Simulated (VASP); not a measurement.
Here is a VASP 6.6.1 calculation.

The input INCAR:

```
SYSTEM = Ag
PREC     = Accurate       ! precision mode
ENCUT    = 630            ! plane-wave cutoff, eV
EDIFF    = 1E-6           ! SCF threshold, eV
ISMEAR   = -1             ! smearing method
SIGMA    = 0.08           ! smearing width, eV
LREAL    = .False.        ! projectors in reciprocal space
LASPH    = .True.         ! aspherical terms in the spheres
NELM     = 120            ! most SCF steps
ALGO     = Normal         ! electronic algorithm
ISIF     = 2              ! what is computed and relaxed
LWAVE    = .False.        ! write WAVECAR
LCHARG   = .True.         ! write CHGCAR
GGA      = PS             ! functional
LELF     = .True.         ! ELF
LVHAR    = .True.       
NBANDS   = 26             ! bands
GGA_COMPAT= .False.
```

Contents of KPOINTS:

```
regular mesh
0
Gamma
  13 13 13
  0 0 0
```

File POSCAR:

```
Ag
1.0
    0.0000000000      2.2244084304      2.2244084304
    2.2244084304      0.0000000000      2.2244084304
    2.2244084304      2.2244084304      0.0000000000
Ag
2
Direct
   -0.1250000000     -0.1250000000     -0.1250000000
    0.1250000000      0.1250000000      0.1250000000
```

Potentials or basis: VASP PAW PBE potentials, release 64 (Ag_sv_GW).

Run with:

```bash
$ cat potpaw_PBE.64/Ag_sv_GW/POTCAR > POTCAR
$ mpirun -np 1 vasp_std > vasp.out
```

Q: What does it give for the pressure?

A: 446.6 GPa.

Q: What does it give for the band gap on the k mesh?

A: Zero (bands 19 and 20 overlap by 0.86 eV).

Caveat: atoms lie so close that the PAW spheres overlap strongly, which falsifies energies and pressures; the cell stands under pressure; the PAW data sets were made with another functional, which shifts forces and pressure a little.
